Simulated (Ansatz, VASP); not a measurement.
# ZrBrCl: VASP beside Ansatz

```
CELL_PARAMETERS angstrom
3.41995 0.00000 0.00000
-1.70997 2.96176 0.00000
0.00000 0.00000 31.19271
ATOMIC_POSITIONS crystal
Zr 0.00000 0.00000 0.26954
Br 0.66667 0.33333 0.33159
Cl 0.33333 0.66667 0.21291
```

Alike in both runs: functional PBE; k mesh 18 × 18 × 1; occupations gaussian, width 0.1 eV; no spin polarisation.

Ansatz relaxed the structure, and its values are those at the end. VASP's run is a single point on that final structure, the one shown.

|  | VASP | Ansatz |
| --- | --- | --- |
| version | VASP 6.6.1 | Ansatz 0.2.0 |
| potentials or method | VASP PAW PBE potentials, release 64 (Zr_sv, Br, Cl), cutoff 520 eV | scalar-relativistic, plane waves, PAW |
| valence electrons in the cell | 26 | 26 |

|  | VASP | Ansatz | Ansatz less VASP |
| --- | --- | --- | --- |
| gap on the k mesh at the Fermi level (eV) | none | none | - |
| rms of the force components (eV/Å) | 0.004 | 0.001 | -0.0028 |

A gap of «none» marks a metal or a gap that the smearing closes. Ansatz's warnings: slab cell height set, xc potential rough in thin density.
